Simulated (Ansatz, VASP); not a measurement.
## RuW3 in VASP and in Ansatz

```
Ru W
1.0
     3.90675    0.00000    0.00000
     0.00000    3.90675    0.00000
     0.00000    0.00000    3.90675
Ru W
1 3
Direct
  0.00000 0.00000 0.00000
  0.00000 0.50000 0.50000
  0.50000 0.00000 0.50000
  0.50000 0.50000 0.00000
```

Alike in both runs: task relaxation of cell and atoms; functional PBE; k mesh 4 × 4 × 4; occupations gaussian, width 0.1 eV; no spin polarisation.

```csv
,VASP,Ansatz
version,VASP 6.6.1,Ansatz 0.2.0
potentials or method,"VASP PAW PBE potentials, release 64 (Ru_pv, W_sv), cutoff 600 eV","scalar-relativistic, plane waves, PAW"
valence electrons in the cell,56,58
```

VASP gave:

| Item | Value |
| --- | --- |
| gap on the k mesh at the Fermi level, each at its own relaxed structure (eV) | none |
| relaxed volume (Å³/atom) | 15.72 |
| relaxed cell length with the largest relative difference (Å) | 3.977 |

Question: Which values does Ansatz return?

Answer: gap on the k mesh at the Fermi level, each at its own relaxed structure (eV): none; relaxed volume (Å³/atom): 15.69; relaxed cell length with the largest relative difference (Å): 3.974.

A gap of «none» marks a metal or a gap that the smearing closes. VASP's potentials hold 56 valence electrons a cell and Ansatz's 58, so a difference there can come from the potentials and not from the codes.

The k mesh is coarse, so the values compare programs but aren't converged. Spin-orbit coupling is off throughout.
